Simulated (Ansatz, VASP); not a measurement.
**Two plane-wave programs on AlAs**

```
Al As
1.0
     0.00000    2.81474    2.81474
     2.81474    0.00000    2.81474
     2.81474    2.81474    0.00000
Al As
1 1
Direct
  0.00000 0.00000 0.00000
  0.25000 0.25000 0.25000
```

Alike in both runs: functional LDA; k mesh 6 × 6 × 6; no spin polarisation.

Ansatz relaxed the structure, and its values are those at the end. VASP's run is a single point on that final structure, the one shown.

|  | VASP | Ansatz |
| --- | --- | --- |
| version | VASP 6.6.1 | Ansatz 0.2.0 |
| potentials or method | VASP PAW LDA potentials, release 64 (Al, As) | plane waves, PAW |
| plane-wave cutoff (eV) | 500 | 420 |
| occupations | gaussian, width 0.01 eV | fixed |
| valence electrons in the cell | 8 | 18 |

Ansatz gave:

```
pressure (GPa) : 0.0
```

Q: Which values does VASP return?

A: Pressure (GPa): 0.4.

LDA's correlation is that of Perdew and Zunger in VASP and of Perdew and Wang (1992) in Ansatz. VASP's potentials hold 8 valence electrons a cell and Ansatz's 18, so a difference there can come from the potentials and not from the codes.
